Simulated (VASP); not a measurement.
The system is AgI.

```
CELL_PARAMETERS angstrom
4.65074 0.00000 0.00000
-2.32537 4.02766 0.00000
0.00000 0.00000 7.59972
ATOMIC_POSITIONS crystal
Ag 0.66667 0.33333 0.62752
Ag 0.33333 0.66667 0.12752
I 0.66667 0.33333 0.00248
I 0.33333 0.66667 0.50248
```

Base run:

```yaml
Program: VASP 6.6.1
Functional: PBE
Potentials_or_basis: VASP PAW PBE potentials, release 64 (Ag, I)
Cutoff: 500 eV
k_mesh: 6 × 6 × 4
Occupations: gaussian, width 0.01 eV
Spin: no spin polarisation
```

Its results: band gap on the k mesh 1.37 eV; pressure 0.6 GPa.

Problem. The run is repeated on the same cell with these changes: functional from PBE to r2SCAN; cutoff from 500 eV to 550 eV. What comes out?

Solution. Band gap on the k mesh 1.83 eV; pressure -0.1 GPa.

Caveats: spin-orbit coupling is left out, which moves the levels of the heavy elements; the PAW data sets were made with another functional, which shifts forces and pressure a little (at least some runs).

